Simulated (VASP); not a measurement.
# MgSnO4 (Cmmm) in VASP: notebook, part 2 of 2

VASP 6.6.1. The steps go on from the part before.

**3. Relaxation of cell and atoms, PBE**

The input, INCAR:

```
PREC = Accurate ; ENCUT = 600
EDIFF = 1E-6 ; ISMEAR = 0
SIGMA = 0.1 ; LREAL = False
LASPH = True ; NELM = 80
ALGO = Normal ; ISIF = 3
LWAVE = False ; LCHARG = False
GGA = PE ; IBRION = 2
NSW = 90 ; EDIFFG = -0.04
```

The input, KPOINTS:

```
Automatic mesh
0
Gamma
  4 4 6
```

The input, POSCAR:

```
MgSnO4
1.0
    3.5290690200     -3.5913935900      0.0000000000
    3.5290690200      3.5913935900      0.0000000000
    0.0000000000      0.0000000000      3.3191728300
Mg Sn O
1 1 4
Direct
    0.5000000000      0.5000000000      0.0000000000
    0.0000000000      0.0000000000      0.5000000000
    0.1927070000      0.8072930000      0.0000000000
    0.8072930000      0.1927070000      0.0000000000
    0.2979910100      0.2979910100      0.5000000000
    0.7020089900      0.7020089900      0.5000000000
```

Potentials or basis: VASP PAW PBE potentials, release 64 (Mg, Sn_d, O).

On the command line:

```sh
cat potpaw_PBE.64/Mg/POTCAR potpaw_PBE.64/Sn_d/POTCAR potpaw_PBE.64/O/POTCAR > POTCAR
mpirun -np 1 vasp_std > vasp.out
```

OUTCAR:

```text
PREC = Accurate
   ENCUT = 600
   EDIFF = 1E-6
   ISMEAR = 0
   LREAL = False
   LASPH = True
   NELM = 80
   ISIF = 3
   GGA = PE
   IBRION = 2
   NSW = 90
   EDIFFG = -0.04

 ion  position               nearest neighbor table
   1  0.500  0.500  0.000-   5 2.19   6 2.19   5 2.19   6 2.19   3 2.21   4 2.21
   2  0.000  0.000  0.500-   5 2.10   6 2.10   3 2.16   4 2.16   3 2.16   4 2.16
   3  0.193  0.807  0.000-   2 2.16   2 2.16   1 2.21
   4  0.807  0.193  0.000-   2 2.16   2 2.16   1 2.21
   5  0.298  0.298  0.500-   2 2.10   1 2.19   1 2.19
   6  0.702  0.702  0.500-   2 2.10   1 2.19   1 2.19

  LATTYP: Found a base centered orthorhombic cell.
 ALAT       =     7.0581380400
 B/A-ratio  =     1.0176603432
 C/A-ratio  =     0.4702618185

  Lattice vectors:

 A1 = (   3.5290690200,  -3.5913935900,   0.0000000000)
 A2 = (   3.5290690200,   3.5913935900,   0.0000000000)
[... 187 lines left out ...]
 E-fermi :   1.1632     XC(G=0):  -9.6599

 val. band max:        1.1613423064   @ k =   0.0000   0.0000   0.0000
 cond. band min:       1.1712350320   @ k =   0.5000   0.2500   0.5000
 fundamental gap:      0.0098927256
 Fermi energy:         1.1632274577

 k-point     1 :       0.0000    0.0000    0.0000
  band No.  band energies     occupation
      1     -18.6817      2.00000
      2     -18.2996      2.00000
      3     -18.2731      2.00000
      4     -18.1704      2.00000
      5     -18.0899      2.00000
      6     -15.8151      2.00000
[... 958 lines left out ...]
--------------------------------------- Ionic step        9  -------------------------------------------

 number of electron      40.0000006 magnetization

 Free energy of the ion-electron system (eV)
  ---------------------------------------------------
  ext. energy  EPLUGINS =         0.00000000
  ---------------------------------------------------
  free energy    TOTEN  =       -32.94001659 eV

  energy without entropy =      -32.88125982  energy(sigma->0) =      -32.91063821

 E-fermi :   2.1840     XC(G=0): -10.2930

 val. band max:        2.1835908606   @ k =   0.5000   0.2500   0.0000
 cond. band min:       2.1845112525   @ k =   0.5000   0.0000   0.0000
 fundamental gap:      0.0009203919
 Fermi energy:         2.1840262351

 k-point     1 :       0.0000    0.0000    0.0000
  band No.  band energies     occupation
      1     -17.7349      2.00000
      2     -17.1588      2.00000
      3     -17.1269      2.00000
      4     -16.9850      2.00000
      5     -16.9016      2.00000
      6     -15.3198      2.00000
[... 672 lines left out ...]
  FREE ENERGIE OF THE ION-ELECTRON SYSTEM (eV)
  ---------------------------------------------------
  free  energy   TOTEN  =       -32.9400165937 eV

  energy  without entropy=      -32.8812598181  energy(sigma->0) =      -32.91063821

 reached required accuracy - stopping structural energy minimisation
```

It took 7.6 min on 1 thread of Oxide Virtual Turin-like, shared host; peak memory 0.22 GiB.

What came out:

* Free energy: -32.9400 eV
* Relaxed volume: 12.35 Å³/atom
* Relaxed cell: a = 4.800 Å, b = 4.800 Å, c = 3.216 Å, α = 90.00°, β = 90.00°, γ = 90.51°
* Space group after relaxing (to 0.1 Å): Cmmm (No. 65)
* Energy gained by relaxing: 63.6 meV/atom
* Ionic steps: 9
* Pressure after relaxing: 0.1 GPa
* Largest force after relaxing: 0.023 eV/Å
* Band gap on the k mesh: zero (bands 20 and 21 overlap by 0.64 eV)

Forces in eV/Å, atoms in the order of the input:
```
Mg   0.000  0.000  0.000
Sn   0.000  0.000  0.000
O    0.000 -0.015  0.000
O    0.000  0.015  0.000
O    0.023  0.000  0.000
O   -0.023  0.000  0.000
```

Step by step:
```
step  energy change (eV)  largest force (eV/Å)  pressure (GPa)  volume (Å³)
   1              0.0000                0.0865          -11.08        84.14
   2             -0.2633                1.1261            5.69        72.87
   3             -0.3176                0.7243           -0.17        75.85
   4             -0.3731                0.2377            0.04        74.62
   5             -0.3785                0.0831            0.26        74.09
   6             -0.3785                0.0702            0.22        74.12
   7             -0.3813                0.0272           -0.20        74.29
   8             -0.3814                0.0416           -0.32        74.33
   9             -0.3818                0.0235            0.15        74.08
```

Final structure:
```
Mg Sn O
1.0
     3.37865   -3.40910    0.00000
     3.37865    3.40910    0.00000
     0.00000    0.00000    3.21574
Mg Sn O
1 1 4
Direct
  0.50000 0.50000 0.00000
  0.00000 0.00000 0.50000
  0.19898 0.80102 0.00000
  0.80102 0.19898 0.00000
  0.30262 0.30262 0.50000
  0.69738 0.69738 0.50000
```

Caveat: semilocal functionals underestimate gaps, and a narrow one can read as zero; spin-orbit coupling is left out, which moves the levels of the heavy elements.

**4. Single point, PBE**

This run uses another cell than the first one, of 12.40 Å³/atom.

The input, INCAR:

```
PREC     = Accurate       # precision mode
ENCUT    = 520            # plane-wave cutoff, eV
EDIFF    = 1E-7           # SCF threshold, eV
ISMEAR   = 0              # smearing method
SIGMA    = 0.1            # smearing width, eV
LREAL    = False          # projectors in reciprocal space
LASPH    = True           # aspherical terms in the spheres
NELM     = 100            # most SCF steps
ALGO     = Fast           # electronic algorithm
ISIF     = 2              # what is computed and relaxed
LWAVE    = False          # write WAVECAR
LCHARG   = True           # write CHGCAR
GGA      = PE             # functional
LELF     = True           # ELF
LVHAR    = True         
NBANDS   = 29             # bands
```

The input, KPOINTS:

```
Automatic mesh
0
Gamma
  8 8 12
```

The input, POSCAR:

```
MgSnO4
1.0
    3.3839078094     -3.4182663841      0.0000000000
    3.3839078094      3.4182663841      0.0000000000
    0.0000000000      0.0000000000      3.2149408264
Mg Sn O
1 1 4
Direct
    0.5000000000      0.5000000000      0.0000000000
    0.0000000000      0.0000000000      0.5000000000
    0.1984837082      0.8015162918      0.0000000000
    0.8015162918      0.1984837082      0.0000000000
    0.3020233313      0.3020233313      0.5000000000
    0.6979766687      0.6979766687      0.5000000000
```

On the command line:

```sh
cat potpaw_PBE.64/Mg/POTCAR potpaw_PBE.64/Sn_d/POTCAR potpaw_PBE.64/O/POTCAR > POTCAR
mpirun -np 1 vasp_std > vasp.out
```

Wall time 9.1 min (1 thread of Oxide Virtual Turin-like, shared host); peak memory 0.36 GiB.

Results (log left out):

```yaml
Free_energy: -32.9133 eV
Pressure: 0.1 GPa
Largest_force: 0.081 eV/Å
Band_gap_on_the_k_mesh: zero (bands 20 and 21 overlap by 0.63 eV)
```

Forces on the atoms (eV/Å):
```
Mg   0.000  0.000  0.000
Sn   0.000  0.000  0.000
O    0.000 -0.071  0.000
O    0.000  0.071  0.000
O    0.081  0.000  0.000
O   -0.081  0.000  0.000
```

Stress tensor (GPa, compression positive):
```
 0.20  0.00  0.00
 0.00 -0.07  0.00
 0.00  0.00  0.08
```

Levels at points of the mesh, in eV from the Fermi level:
```csv
k point,band 18,band 19,band 20,band 21,band 22,band 23
"(0.00, 0.00, 0.00)",-0.17,0.03,0.18,0.57,3.59,7.43
"(0.50, 0.00, 0.00)",-0.27,-0.17,0.00,0.27,5.17,7.38
"(0.50, 0.50, 0.00)",-0.56,-0.41,-0.37,-0.21,5.22,8.13
"(0.00, 0.00, 0.50)",-0.86,-0.74,-0.51,-0.45,6.63,9.69
"(0.50, 0.00, 0.50)",-0.32,-0.23,-0.09,0.06,6.69,9.68
"(0.50, 0.50, 0.50)",-0.33,-0.19,-0.02,0.17,5.85,9.16
```

Caveat: semilocal functionals underestimate gaps, and a narrow one can read as zero; spin-orbit coupling is left out, which moves the levels of the heavy elements.

**5. Overview**

```tsv
task	cell	k mesh	cutoff (eV)	gap on the mesh (eV)	pressure (GPa)	largest force (eV/Å)
single point	a = 5.035, b = 5.035, c = 3.319 Å, angles 90.0, 90.0, 91.0°, 6 atoms, atomic positions A	4 × 4 × 6	520	none	-11.0	0.09
relaxation of cell and atoms	relaxed from a = 5.035, b = 5.035, c = 3.319 Å, angles 90.0, 90.0, 91.0°, 6 atoms, atomic positions A	4 × 4 × 6	600	none	0.1	0.02
single point	a = 4.810, b = 4.810, c = 3.215 Å, angles 90.0, 90.0, 90.6°, 6 atoms, atomic positions B	8 × 8 × 12	520	none	0.1	0.08
```

Alike in all rows: level PBE; potentials or basis VASP PAW PBE potentials, release 64 (Mg, Sn_d, O); no spin polarisation; smearing gaussian 0.1 eV.

Caveats: semilocal functionals underestimate gaps, and a narrow one can read as zero; spin-orbit coupling is left out, which moves the levels of the heavy elements; the cell stands under tension (at least some runs).

Absolute energies hang on the potentials; compare differences alone.
